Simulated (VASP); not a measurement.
Here is a VASP 6.6.1 calculation.

INCAR

```
ALGO = Normal
EDIFF = 1E-6
ENCUT = 520
GGA = PE
ISIF = 2
ISMEAR = 0
IVDW = 12
LASPH = T
LCHARG = F
LREAL = F
LWAVE = F
NBANDS = 16
NELM = 80
PREC = Accurate
SIGMA = 0.05
```

File KPOINTS:

```
k-points
0
Gamma
  12 12 4
```

Contents of POSCAR:

```
BN
1.0
    2.5099983704      0.0000000000      0.0000000000
   -1.2549991852      2.1737223522      0.0000000000
    0.0000000000      0.0000000000      6.6900000000
B N
2 2
Direct
    0.0000000000      0.0000000000      0.5000000000
    0.3333333333      0.6666666667      0.0000000000
   -0.0666547288     -0.0487946481      0.0000000000
    0.6000119378      0.2845386853      0.5000000000
```

Potentials or basis: VASP PAW PBE potentials, release 64 (B, N).

The run is started by

```bash
$ cat potpaw_PBE.64/B/POTCAR potpaw_PBE.64/N/POTCAR > POTCAR
$ mpirun -np 1 vasp_std > vasp.out
```

Problem. Predict the pressure.

Solution. 8.3 GPa.

Problem. What does it give for the largest force?

Solution. 7.379 eV/Å.

Forces in eV/Å, atoms in the order of the input:
```
B   -5.889 -4.402  0.000
B   -5.906 -4.410  0.000
N    5.911  4.416  0.000
N    5.884  4.396  0.000
```

Caveat: the cell differs from its parent crystal (all N atoms moved -0.150 Å, as atom 3 along Cartesian [1 1 0]); forces of over 1 eV/Å act on the atoms, so gaps and moduli don't describe the material at rest.
